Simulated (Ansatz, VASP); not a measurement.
# Two plane-wave programs on BaTe

```
CELL_PARAMETERS angstrom
4.82247 0.00000 0.00000
2.41123 4.17638 0.00000
2.41123 1.39213 3.93753
ATOMIC_POSITIONS crystal
Ba 0.00000 0.00000 0.00000
Te 0.50000 0.50000 0.50000
```

Alike in both runs: task single point; functional PBE; k mesh 4 × 4 × 4; no spin polarisation.

|  | VASP | Ansatz |
| --- | --- | --- |
| version | VASP 6.6.1 | Ansatz 0.2.0 |
| potentials or method | VASP PAW PBE potentials, release 64 (Ba_sv, Te), cutoff 520 eV | plane waves, PAW |
| occupations | gaussian, width 0.01 eV | fixed |
| valence electrons in the cell | 16 | 26 |

VASP gave:

```
gap on the k mesh at the Fermi level (eV) : 1.32
```

Question: Which values does Ansatz return?

Answer: gap on the k mesh at the Fermi level (eV): 1.42.

VASP's potentials hold 16 valence electrons a cell and Ansatz's 26, so a difference there can come from the potentials and not from the codes.

Neither program's run includes spin-orbit coupling.
